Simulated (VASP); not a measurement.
# MgB3 (P6/mmm) in VASP: further runs, part 2 of 2

VASP 6.6.1. The steps go on from the part before.

### Step 3. Single point, PBE

This run uses another cell than the first one, of 13.80 Å³/atom, 1.385 times its volume.

Input file INCAR:

```
SYSTEM = MgB3
PREC = Accurate ; ENCUT = 600
EDIFF = 1E-6 ; ISMEAR = 0
SIGMA = 0.1 ; LREAL = .FALSE.
LASPH = .TRUE. ; NELM = 120
ALGO = Normal ; ISIF = 2
LWAVE = .FALSE. ; LCHARG = .FALSE.
GGA = PE ; NBANDS = 14
GGA_COMPAT = .FALSE.
```

Input file KPOINTS:

```
regular mesh
0
G
  6 6 6
  0 0 0
```

Input file POSCAR:

```
MgB3
1.0
    3.6786428926      0.0000000000      0.0000000000
   -1.8393214463      3.1857981964      0.0000000000
    0.0000000000      0.0000000000      4.7099880629
Mg B
1 3
Direct
    0.0000000000      0.0000000000      0.0000000000
    0.0000000000      0.0000000000      0.5000000000
    0.3333333333      0.6666666667      0.0000000000
    0.6666666667      0.3333333333      0.0000000000
```

Potentials or basis: VASP PAW PBE potentials, release 64 (Mg, B).

On the command line:

```sh
$ cat potpaw_PBE.64/Mg/POTCAR potpaw_PBE.64/B/POTCAR > POTCAR
$ mpirun -np 1 vasp_std > vasp.out
```

OUTCAR:

```text
SYSTEM = MgB3
   PREC = Accurate
   ENCUT = 600
   EDIFF = 1E-6
   ISMEAR = 0
   LREAL = .FALSE.
   LASPH = .TRUE.
   NELM = 120
   ISIF = 2
   GGA = PE

 ion  position               nearest neighbor table
   1  0.000  0.000  0.000-   3 2.12   4 2.12   3 2.12   4 2.12   4 2.12   3 2.12   2 2.35   2 2.35

   2  0.000  0.000  0.500-   1 2.35   1 2.35
   3  0.333  0.667  0.000-   4 2.12   1 2.12   4 2.12   1 2.12   1 2.12   4 2.12
   4  0.667  0.333  0.000-   3 2.12   1 2.12   3 2.12   1 2.12   1 2.12   3 2.12

  LATTYP: Found a hexagonal cell.
 ALAT       =     3.6786428926
 C/A-ratio  =     1.2803602308

  Lattice vectors:

 A1 = (   3.6786428926,   0.0000000000,   0.0000000000)
 A2 = (  -1.8393214463,   3.1857981964,   0.0000000000)
 A3 = (   0.0000000000,   0.0000000000,   4.7099880629)

Analysis of symmetry for initial positions (statically):
=====================================================================
 Subroutine PRICEL returns:
 Original cell was already a primitive cell.

 Routine SETGRP: Setting up the symmetry group for a
 hexagonal supercell.

 Subroutine GETGRP returns: Found 24 space group operations
 (whereof 24 operations were pure point group operations)
 out of a pool of 24 trial point group operations.

The static configuration has the point symmetry D_6h.

Analysis of symmetry for dynamics (positions and initial velocities):
=====================================================================
 Subroutine PRICEL returns:
 Original cell was already a primitive cell.

 Routine SETGRP: Setting up the symmetry group for a
 hexagonal supercell.

 Subroutine GETGRP returns: Found 24 space group operations
 (whereof 24 operations were pure point group operations)
 out of a pool of 24 trial point group operations.

The dynamic configuration has the point symmetry D_6h.

 Subroutine INISYM returns: Found 24 space group operations
 (whereof 24 operations are pure point group operations),
 and found     1 'primitive' translations

----------------------------------------------------------------------------------------

[... 125 lines left out ...]
   LEPSILON=     F    determine dielectric tensor
   LRPA    =     F    only Hartree local field effects (RPA)
 non-spin polarized calculation
 Gauss-broadening in eV      SIGMA  =   0.10
  energy-cutoff  :      600.00
  volume of cell :       55.20
 maximum number of plane-waves:      1890
 NGX is ok and might be reduce to    30
   NGX = 15   NGY = 15   NGZ = 19

 number of electron      11.0000000 magnetization

 Free energy of the ion-electron system (eV)
  ---------------------------------------------------
  ext. energy  EPLUGINS =         0.00000000
  ---------------------------------------------------
  free energy    TOTEN  =       -13.40458520 eV

  energy without entropy =      -13.39455117  energy(sigma->0) =      -13.39956818

 E-fermi :   2.6532     XC(G=0):  -9.3674

 val. band max:        2.6029261378   @ k =   0.3333   0.1667   0.3333
 cond. band min:       2.6749203096   @ k =   0.3333   0.0000   0.1667
 fundamental gap:      0.0719941718
 Fermi energy:         2.6532458208

 k-point     1 :       0.0000    0.0000    0.0000
  band No.  band energies     occupation
      1      -8.6891      2.00000
      2      -2.4894      2.00000
      3      -1.4371      2.00000
      4       0.3960      2.00000
      5       0.3960      2.00000
      6       3.8039      0.00000
      7       3.8039      0.00000
      8       4.3913      0.00000
      9       5.7826      0.00000
     10       6.7231      0.00000
     11       6.7231      0.00000
     12       7.8937      0.00000
     13      10.3119      0.00000
     14      14.4358      0.00000
[... 377 lines left out ...]
      1      -7.0559      2.00000
      2      -3.5137      2.00000
      3      -3.2905      2.00000
      4      -0.6742      2.00000
      5       0.8410      2.00000
      6       2.3252      2.00000
      7       4.3649      0.00000
      8       4.5856      0.00000
      9       5.2346      0.00000
     10       6.0603      0.00000
     11       8.0433      0.00000
     12       8.9435      0.00000
     13      12.9121      0.00000
     14      14.3948      0.00000

 [... further k-points ...]
[... 5 lines left out ...]
  --------------------------------------------------------------------------------------
  -------------------------------------------------------------------------------------
  Total        0.0945543      0.0945543      0.0160892      0.0000000     -0.0000000      0.0000000
  in kB        2.7445172      2.7445172      0.4670029      0.0000000     -0.0000000      0.0000000
  external PRESSURE =       1.9853458 kB  Pullay stress =       0.0000000 kB

 VOLUME and BASIS-vectors are now :
 -----------------------------------------------------------------------------
  energy-cutoff  :      600.00
  volume of cell :       55.20
      direct lattice vectors                 reciprocal lattice vectors
     3.678642893  0.000000000  0.000000000     0.271839379  0.156946539  0.000000000
    -1.839321446  3.185798196  0.000000000     0.000000000  0.313893077  0.000000000
     0.000000000  0.000000000  4.709988063     0.000000000  0.000000000  0.212314763

 POSITION                                       TOTAL-FORCE (eV/Angst)
 -----------------------------------------------------------------------------------
      0.00000      0.00000      0.00000         0.000000      0.000000      0.000000
      0.00000      0.00000      2.35499         0.000000      0.000000      0.000000
     -0.00000      2.12387      0.00000         0.000000     -0.000000      0.000000
      1.83932      1.06193      0.00000        -0.000000      0.000000      0.000000
 -----------------------------------------------------------------------------------
    total drift:                               -0.000000      0.000000      0.000000

  FREE ENERGIE OF THE ION-ELECTRON SYSTEM (eV)
  ---------------------------------------------------
  free  energy   TOTEN  =       -13.4045851992 eV

  energy  without entropy=      -13.3945511697  energy(sigma->0) =      -13.39956818
```

stdout:

```text
POSCAR found type information on POSCAR MgB
 POSCAR found :  2 types and       4 ions
 scaLAPACK will be used
 LDA part: xc-table for (Slater+PW92), standard interpolation
 POSCAR, INCAR and KPOINTS ok, starting setup
 FFT: planning ... GRIDC
 FFT: planning ... GRID_SOFT
 FFT: planning ... GRID
 WAVECAR not read
 entering main loop
```

It took 14 s on 1 thread of Intel Xeon Platinum 8559C (Emerald Rapids), shared host; peak memory 0.18 GiB.

Results:

* Free energy: -13.4046 eV
* Pressure: 0.2 GPa

Stress tensor (GPa, compression positive):
```
0.27 0.00 0.00
0.00 0.27 0.00
0.00 0.00 0.05
```

Levels at points of the mesh, in eV from the Fermi level:
```tsv
k point	band 1	band 2	band 3	band 4	band 5	band 6	band 7	band 8	band 9	band 10
(0.00, 0.00, 0.00)	-11.34	-5.14	-4.09	-2.26	-2.26	1.15	1.15	1.74	3.13	4.07
(0.50, 0.00, 0.00)	-8.68	-8.10	-4.15	-3.73	-1.22	-0.84	0.07	1.32	2.32	3.02
(0.00, 0.00, 0.50)	-11.01	-7.33	-2.23	-2.23	0.15	0.40	1.84	2.19	2.19	2.38
(0.50, 0.00, 0.50)	-8.50	-7.64	-5.42	-3.58	-2.93	-0.51	1.53	1.90	2.78	3.25
```

### Step 4. Relaxation of cell and atoms, PBE

Input file INCAR:

```
  ALGO = Normal
  EDIFF = 1E-7
  EDIFFG = -0.04
  ENCUT = 600
  GGA = PE
  GGA_COMPAT = F
  IBRION = 2
  ISIF = 3
  ISMEAR = 0
  LASPH = T
  LCHARG = F
  LREAL = F
  LWAVE = F
  NELM = 120
  NELMIN = 4
  NSW = 90
  PREC = Accurate
  SIGMA = 0.1
```

Input file KPOINTS:

```
k-points
0
Gamma
  6 6 6
```

Input file POSCAR:

```
MgB3
1.0
    3.5196864581      0.0000000000      0.0000000000
   -1.7598432291      3.0481378862      0.0000000000
    0.0000000000      0.0000000000      3.7146638149
Mg B
1 3
Direct
    0.0000000000      0.0000000000      0.0000000000
    0.0000000000      0.0000000000      0.5000000000
    0.3333333333      0.6666666667      0.0000000000
    0.6666666667      0.3333333333      0.0000000000
```

On the command line:

```sh
$ cat potpaw_PBE.64/Mg/POTCAR potpaw_PBE.64/B/POTCAR > POTCAR
$ mpirun -np 1 vasp_std > vasp.out
```

It took 36 s on 1 thread of Intel Xeon Platinum 8559C (Emerald Rapids), shared host; peak memory 0.16 GiB.

The run converged. Its results:

```
Free energy                            : -13.4007 eV
Relaxed volume                         : 13.78 Å³/atom
Relaxed cell                           : a = 3.682 Å, b = 3.682 Å, c = 4.696 Å, α = 90.00°, β = 90.00°, γ = 120.00°
Space group after relaxing (to 0.05 Å) : P6/mmm (No. 191)
Energy gained by relaxing              : 563.9 meV/atom
Ionic steps                            : 7
Pressure after relaxing                : 0.2 GPa
```

Stress tensor (GPa, compression positive):
```
0.08 0.00 0.00
0.00 0.08 0.00
0.00 0.00 0.36
```

Step by step:
```csv
step,energy change (eV),largest force (eV/Å),pressure (GPa),volume (Å³)
1,0.0000,0.0000,42.64,39.85
2,-2.2219,0.0000,-2.58,56.69
3,-2.2239,0.0000,-1.64,55.80
4,-2.2239,0.0000,-2.02,56.15
5,-2.2543,0.0000,0.31,54.93
6,-2.2545,0.0000,0.49,54.85
7,-2.2554,0.0000,0.18,55.14
```

Final structure:
```
CELL_PARAMETERS angstrom
3.68197 0.00000 0.00000
-1.84098 3.18868 0.00000
0.00000 0.00000 4.69616
ATOMIC_POSITIONS crystal
Mg 0.00000 0.00000 0.00000
B 0.00000 0.00000 0.50000
B 0.33333 0.66667 0.00000
B 0.66667 0.33333 0.00000
```

Levels at points of the mesh, in eV from the Fermi level:
```
           k point  band 2  band 3  band 4  band 5  band 6  band 7  band 8  band 9
(0.00, 0.00, 0.00)   -5.12   -4.08   -2.25   -2.25    1.13    1.13    1.72    3.14
(0.50, 0.00, 0.00)   -8.10   -4.15   -3.73   -1.22   -0.83    0.09    1.32    2.32
(0.00, 0.00, 0.50)   -7.33   -2.22   -2.22    0.18    0.40    1.82    2.19    2.36
(0.50, 0.00, 0.50)   -7.63   -5.43   -3.57   -2.93   -0.52    1.52    1.90    2.79
```

Caveat: the volume moved by over 15 % at a fixed basis, so the end points are rough.

### Step 5. The runs side by side

| task | cell | gap on the mesh (eV) | pressure (GPa) |
| --- | --- | --- | --- |
| single point | a = 3.520, b = 3.520, c = 3.715 Å, angles 90.0, 90.0, 120.0°, 4 atoms | none | 42.6 |
| single point | a = 3.679, b = 3.679, c = 4.710 Å, angles 90.0, 90.0, 120.0°, 4 atoms | none | 0.2 |
| relaxation of cell and atoms | relaxed from a = 3.520, b = 3.520, c = 3.715 Å, angles 90.0, 90.0, 120.0°, 4 atoms | none | 0.2 |

Alike in all rows: level PBE; potentials or basis VASP PAW PBE potentials, release 64 (Mg, B); no spin polarisation; k mesh 6 × 6 × 6; cutoff (eV) 600; smearing gaussian 0.1 eV.

Caveats: the volume moved by over 15 % at a fixed basis, so the end points are rough (some runs).

Absolute energies hang on the potentials; compare differences alone.
